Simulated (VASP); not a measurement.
# K (Fm-3m) in VASP: notebook

The runs below take K through single point, with HSE06.

Everything below comes from runs of VASP 6.6.1. Logs are shortened: lines on timing, memory, paths and dates and some standing lists are left out, and cuts for length are marked.

### Step 1. The cell of the first run

It takes space group Fm-3m (No. 225, cubic). The conventional cell has a = 6.672 Å, b = 6.672 Å, c = 6.672 Å, α = 90.00°, β = 90.00°, γ = 90.00°.

This isn't the form of K at room conditions, which is bcc.

### Step 2. Single point, HSE06

POSCAR

```
K
1.0
    0.0000000000      3.3359840396      3.3359840396
    3.3359840396      0.0000000000      3.3359840396
    3.3359840396      3.3359840396      0.0000000000
K
1
Direct
    0.0000000000      0.0000000000      0.0000000000
```

INCAR.step1

```
SYSTEM = K
PREC     = Accurate       ! precision mode
ENCUT    = 520            ! plane-wave cutoff, eV
EDIFF    = 1E-5           ! SCF threshold, eV
ISMEAR   = 0              ! smearing method
SIGMA    = 0.05           ! smearing width, eV
LREAL    = .FALSE.        ! projectors in reciprocal space
LASPH    = .TRUE.         ! aspherical terms in the spheres
NELM     = 100            ! most SCF steps
ALGO     = Normal         ! electronic algorithm
ISIF     = 2              ! what is computed and relaxed
LWAVE    = .TRUE.         ! write WAVECAR
GGA      = PE             ! functional
NBANDS   = 10             ! bands
```

INCAR.step2

```
SYSTEM = K
PREC     = Accurate       ! precision mode
ENCUT    = 520            ! plane-wave cutoff, eV
EDIFF    = 1E-6           ! SCF threshold, eV
ISMEAR   = 0              ! smearing method
SIGMA    = 0.05           ! smearing width, eV
LREAL    = .FALSE.        ! projectors in reciprocal space
LASPH    = .TRUE.         ! aspherical terms in the spheres
NELM     = 100            ! most SCF steps
ALGO     = Normal         ! electronic algorithm
ISIF     = 2              ! what is computed and relaxed
LWAVE    = .FALSE.        ! write WAVECAR
LCHARG   = .TRUE.         ! write CHGCAR
GGA      = PE             ! functional
LHFCALC  = .TRUE.         ! exact exchange
HFSCREEN = 0.2079         ! screening, 1/A
PRECFOCK = Normal       
LELF     = .TRUE.         ! ELF
LVHAR    = .TRUE.       
ISTART   = 1            
NBANDS   = 10             ! bands
```

KPOINTS

```
Automatic mesh
0
G
  6 6 6
  0 0 0
```

Potentials or basis: VASP PAW PBE potentials, release 64 (K_sv).

On the command line:

```console
$ cat potpaw_PBE.64/K_sv/POTCAR > POTCAR
$ cp INCAR.step1 INCAR
$ mpirun -np 1 vasp_std > vasp.out
$ cp INCAR.step2 INCAR
$ mpirun -np 1 vasp_std > vasp.out
```

OUTCAR:

```text
SYSTEM = K
   PREC = Accurate
   ENCUT = 520
   EDIFF = 1E-6
   ISMEAR = 0
   LREAL = .FALSE.
   LASPH = .TRUE.
   NELM = 100
   ISIF = 2
   GGA = PE
   LHFCALC = .TRUE.
   HFSCREEN = 0.2079
   PRECFOCK = Normal
   ISTART = 1

 ion  position               nearest neighbor table
   1  0.000  0.000  0.000-

  LATTYP: Found a face centered cubic cell.
 ALAT       =     6.6719680792

  Lattice vectors:

 A1 = (   0.0000000000,   3.3359840396,   3.3359840396)
 A2 = (   3.3359840396,   0.0000000000,   3.3359840396)
 A3 = (   3.3359840396,   3.3359840396,   0.0000000000)

Analysis of symmetry for initial positions (statically):
=====================================================================
 Subroutine PRICEL returns:
 Original cell was already a primitive cell.

 Routine SETGRP: Setting up the symmetry group for a
 face centered cubic supercell.

 Subroutine GETGRP returns: Found 48 space group operations
 (whereof 48 operations were pure point group operations)
 out of a pool of 48 trial point group operations.

The static configuration has the point symmetry O_h .

Analysis of symmetry for dynamics (positions and initial velocities):
=====================================================================
 Subroutine PRICEL returns:
 Original cell was already a primitive cell.

 Routine SETGRP: Setting up the symmetry group for a
 face centered cubic supercell.

 Subroutine GETGRP returns: Found 48 space group operations
 (whereof 48 operations were pure point group operations)
 out of a pool of 48 trial point group operations.

The dynamic configuration has the point symmetry O_h .

 Subroutine INISYM returns: Found 48 space group operations
 (whereof 48 operations are pure point group operations),
 and found     1 'primitive' translations

----------------------------------------------------------------------------------------

                                     Primitive cell

  volume of cell :      74.2509

  direct lattice vectors                    reciprocal lattice vectors
     0.000000000  3.335984040  3.335984040    -0.149880813  0.149880813  0.149880813
     3.335984040  0.000000000  3.335984040     0.149880813 -0.149880813  0.149880813
[... 83 lines left out ...]
   TEBEG  =    0.0;   TEEND  =   0.0 temperature during run
   PSTRESS=    0.0 pullay stress
   NELECT =       9.0000    total number of electrons
   NUPDOWN=      -1.0000    fix difference up-down
   EMIN   =  10.00;   EMAX   =-10.00  energy-range for DOS
   EFERMI =   0.00;   METHOD = LEGACY
   ISMEAR =     0;   SIGMA  =   0.05  broadening in eV -4-tet -1-fermi 0-gaus
   EFERMI_NEDOS =   21; number of points for ismear=-14 and -15
   IALGO  =     38    algorithm
   IMIX   =      1    mixing-type and parameters
     AMIX     =   0.40;   BMIX     =  1.00
     AMIX_MAG =   1.60;   BMIX_MAG =  1.00
  volume/ion in A,a.u.               =      74.25       501.07
  Fermi-wavevector in a.u.,A,eV,Ry     =   0.810193  1.531042  8.931032  0.656412
  Thomas-Fermi vector in A             =   1.919323
   LORBIT       =      0    0 simple, 1 ext, 2 COOP (PROOUT), +10 PAW based schemes
   GGA     = PE    functional components
   LHFCALC =     T    Hartree Fock is set to
   PRECFOCK=normal    Normal, Fast or Accurate (Low or Medium for compatibility)
   ENCUT4O =  -1.0   cutoff for four orbital integrals eV
   NKREDX  =     1    reduce k-point grid by
   NKREDY  =     1    reduce k-point grid by
   NKREDZ  =     1    reduce k-point grid by
   AEXX    =    0.2500 exact exchange contribution
   HFSCREEN=    0.2079 screening length (either q_TF or 0.3 A-1)
   HFSCREENC=   0.2079 screening length for correlation (either q_TF or 0.3 A-1)
   ENCUTFOCK=  -1.0 apply spherical cutoff to Coloumb kernel
   IVDW    =     0    specifies the selected vdW correction
   LEPSILON=     F    determine dielectric tensor
   LRPA    =     F    only Hartree local field effects (RPA)
 non-spin polarized calculation
 Gauss-broadening in eV      SIGMA  =   0.05
  energy-cutoff  :      520.00
  volume of cell :       74.25
 maximum number of plane-waves:      2012
  NGX = 28; NGY = 28; NGZ = 28

 number of electron       8.9999999 magnetization

 Free energy of the ion-electron system (eV)
  ---------------------------------------------------
  ext. energy  EPLUGINS =         0.00000000
  ---------------------------------------------------
  free energy    TOTEN  =        -1.10413607 eV

  energy without entropy =       -1.10188040  energy(sigma->0) =       -1.10300824

 E-fermi :  -0.2629     XC(G=0):  -4.8446

 val. band max:       -0.2916375888   @ k =   0.5000   0.3333   0.1667
 cond. band min:       0.1104041940   @ k =   0.5000   0.1667   0.0000
 fundamental gap:      0.4020417827
 Fermi energy:        -0.2629118372

 k-point     1 :       0.0000    0.0000    0.0000
  band No.  band energies     occupation
      1     -35.2844      2.00000
      2     -17.3708      2.00000
      3     -17.3708      2.00000
      4     -17.3708      2.00000
      5      -2.6217      2.00000
      6       4.6917      0.00000
      7       4.6917      0.00000
      8       4.6917      0.00000
      9       6.1122      0.00000
     10       6.1122      0.00000
[... 183 lines left out ...]
 k-point    16 :      -0.3333    0.5000    0.1667
  band No.  band energies     occupation
      1     -35.2797      2.00000
      2     -17.4221      2.00000
      3     -17.4034      2.00000
      4     -17.3946      2.00000
      5       1.3505      0.00000
      6       1.5892      0.00000
      7       2.1546      0.00000
      8       3.5529      0.00000
      9       5.9103      0.00000
     10       6.6892      0.00000

------------------------ aborting loop because EDIFF is reached ----------------------------------------

  FORCE on cell =-STRESS in cart. coord.  units (eV):
  Direction    XX          YY          ZZ          XY          YZ          ZX
  --------------------------------------------------------------------------------------
  -------------------------------------------------------------------------------------
  Total        0.0335193      0.0335193      0.0335193      0.0000000      0.0000000      0.0000000
  in kB        0.7232761      0.7232761      0.7232761      0.0000000      0.0000000      0.0000000
  external PRESSURE =       0.7232761 kB  Pullay stress =       0.0000000 kB

 VOLUME and BASIS-vectors are now :
 -----------------------------------------------------------------------------
  energy-cutoff  :      520.00
  volume of cell :       74.25
      direct lattice vectors                 reciprocal lattice vectors
     0.000000000  3.335984040  3.335984040    -0.149880813  0.149880813  0.149880813
     3.335984040  0.000000000  3.335984040     0.149880813 -0.149880813  0.149880813
     3.335984040  3.335984040  0.000000000     0.149880813  0.149880813 -0.149880813

 POSITION                                       TOTAL-FORCE (eV/Angst)
 -----------------------------------------------------------------------------------
      0.00000      0.00000      0.00000         0.000000      0.000000      0.000000
 -----------------------------------------------------------------------------------
    total drift:                               -0.000000     -0.000000     -0.000000

  FREE ENERGIE OF THE ION-ELECTRON SYSTEM (eV)
  ---------------------------------------------------
  free  energy   TOTEN  =        -1.1041360740 eV

  energy  without entropy=       -1.1018804031  energy(sigma->0) =       -1.10300824
```

Wall time 17 min (1 thread of Intel Xeon 8259CL, shared host); peak memory 0.32 GiB.

What came out:

| Item | Value |
| --- | --- |
| Free energy | -1.1041 eV |
| Pressure | 0.1 GPa |
| Band gap on the k mesh | zero (an odd number of electrons rules out a gap without spin polarisation) |

Caveat: the PAW data sets were made with another functional, which shifts forces and pressure a little.

### Step 3. Single point, HSE06 (74.55 Å³/atom)

This run uses another cell than the first one, of 74.55 Å³/atom.

POSCAR

```
K
1.0
    0.0000000000      3.3404261008      3.3404261008
    3.3404261008      0.0000000000      3.3404261008
    3.3404261008      3.3404261008      0.0000000000
K
1
Direct
    0.0000000000      0.0000000000      0.0000000000
```

INCAR.step1

```
SYSTEM = K
PREC     = Accurate       ! precision mode
ENCUT    = 520            ! plane-wave cutoff, eV
EDIFF    = 1E-5           ! SCF threshold, eV
ISMEAR   = 0              ! smearing method
SIGMA    = 0.05           ! smearing width, eV
LREAL    = .False.        ! projectors in reciprocal space
LASPH    = .True.         ! aspherical terms in the spheres
NELM     = 60             ! most SCF steps
ALGO     = Normal         ! electronic algorithm
ISIF     = 2              ! what is computed and relaxed
LWAVE    = .True.         ! write WAVECAR
LCHARG   = .False.        ! write CHGCAR
NBANDS   = 10             ! bands
GGA      = PE             ! functional
```

INCAR.step2

```
SYSTEM = K
PREC     = Accurate       ! precision mode
ENCUT    = 520            ! plane-wave cutoff, eV
EDIFF    = 1E-6           ! SCF threshold, eV
ISMEAR   = 0              ! smearing method
SIGMA    = 0.05           ! smearing width, eV
LREAL    = .False.        ! projectors in reciprocal space
LASPH    = .True.         ! aspherical terms in the spheres
NELM     = 60             ! most SCF steps
ALGO     = Normal         ! electronic algorithm
ISIF     = 2              ! what is computed and relaxed
LWAVE    = .False.        ! write WAVECAR
LCHARG   = .False.        ! write CHGCAR
GGA      = PE             ! functional
LHFCALC  = .True.         ! exact exchange
HFSCREEN = 0.2079         ! screening, 1/A
PRECFOCK = Normal       
NBANDS   = 10             ! bands
ISTART   = 1
```

KPOINTS

```
regular mesh
0
Gamma
  6 6 6
  0 0 0
```

Potentials or basis: VASP PAW PBE potentials, release 64 (K_sv).

On the command line:

```console
$ cat potpaw_PBE.64/K_sv/POTCAR > POTCAR
$ cp INCAR.step1 INCAR
$ mpirun -np 1 vasp_std > vasp.out
$ cp INCAR.step2 INCAR
$ mpirun -np 1 vasp_std > vasp.out
```

OUTCAR:

```text
SYSTEM = K
   PREC = Accurate
   ENCUT = 520
   EDIFF = 1E-6
   ISMEAR = 0
   LREAL = .False.
   LASPH = .True.
   NELM = 60
   ISIF = 2
   GGA = PE
   LHFCALC = .True.
   HFSCREEN = 0.2079
   PRECFOCK = Normal
   ISTART = 1

 ion  position               nearest neighbor table
   1  0.000  0.000  0.000-

  LATTYP: Found a face centered cubic cell.
 ALAT       =     6.6808522016

  Lattice vectors:

 A1 = (   0.0000000000,   3.3404261008,   3.3404261008)
 A2 = (   3.3404261008,   0.0000000000,   3.3404261008)
 A3 = (   3.3404261008,   3.3404261008,   0.0000000000)

Analysis of symmetry for initial positions (statically):
=====================================================================
 Subroutine PRICEL returns:
 Original cell was already a primitive cell.

 Routine SETGRP: Setting up the symmetry group for a
 face centered cubic supercell.

 Subroutine GETGRP returns: Found 48 space group operations
 (whereof 48 operations were pure point group operations)
[... 164 lines left out ...]
 cond. band min:       0.1011813068   @ k =   0.5000   0.1667   0.0000
 fundamental gap:      0.4011630642
 Fermi energy:        -0.2712557800

 k-point     1 :       0.0000    0.0000    0.0000
  band No.  band energies     occupation
      1     -35.2955      2.00000
      2     -17.3822      2.00000
      3     -17.3822      2.00000
      4     -17.3822      2.00000
      5      -2.6237      2.00000
      6       4.6781      0.00000
      7       4.6781      0.00000
      8       4.6781      0.00000
      9       6.0956      0.00000
     10       6.0956      0.00000
[... 183 lines left out ...]
 k-point    16 :      -0.3333    0.5000    0.1667
  band No.  band energies     occupation
      1     -35.2909      2.00000
      2     -17.4327      2.00000
      3     -17.4143      2.00000
      4     -17.4056      2.00000
      5       1.3418      0.00000
      6       1.5762      0.00000
      7       2.1433      0.00000
      8       3.5323      0.00000
      9       5.8882      0.00000
     10       6.6656      0.00000

------------------------ aborting loop because EDIFF is reached ----------------------------------------

  FORCE on cell =-STRESS in cart. coord.  units (eV):
  Direction    XX          YY          ZZ          XY          YZ          ZX
  --------------------------------------------------------------------------------------
  -------------------------------------------------------------------------------------
  Total        0.0267673      0.0267673      0.0267673      0.0000000     -0.0000000      0.0000000
  in kB        0.5752795      0.5752795      0.5752795      0.0000000     -0.0000000      0.0000000
  external PRESSURE =       0.5752795 kB  Pullay stress =       0.0000000 kB

 VOLUME and BASIS-vectors are now :
 -----------------------------------------------------------------------------
  energy-cutoff  :      520.00
  volume of cell :       74.55
      direct lattice vectors                 reciprocal lattice vectors
     0.000000000  3.340426101  3.340426101    -0.149681503  0.149681503  0.149681503
     3.340426101  0.000000000  3.340426101     0.149681503 -0.149681503  0.149681503
     3.340426101  3.340426101  0.000000000     0.149681503  0.149681503 -0.149681503

 POSITION                                       TOTAL-FORCE (eV/Angst)
 -----------------------------------------------------------------------------------
      0.00000      0.00000      0.00000        -0.000000      0.000000     -0.000000
 -----------------------------------------------------------------------------------
    total drift:                               -0.000000     -0.000000     -0.000000

  FREE ENERGIE OF THE ION-ELECTRON SYSTEM (eV)
  ---------------------------------------------------
  free  energy   TOTEN  =        -1.1042785035 eV

  energy  without entropy=       -1.1020227898  energy(sigma->0) =       -1.10315065
```

It took 20 min on 1 thread of Intel Xeon 8259CL, shared host; peak memory 0.33 GiB.

What came out:

```
Free energy            : -1.1043 eV
Pressure               : 0.1 GPa
Band gap on the k mesh : zero (an odd number of electrons rules out a gap without spin polarisation)
```

Caveat: the PAW data sets were made with another functional, which shifts forces and pressure a little.

The gap in the log of VASP goes by the Fermi energy; the results here count the filled bands.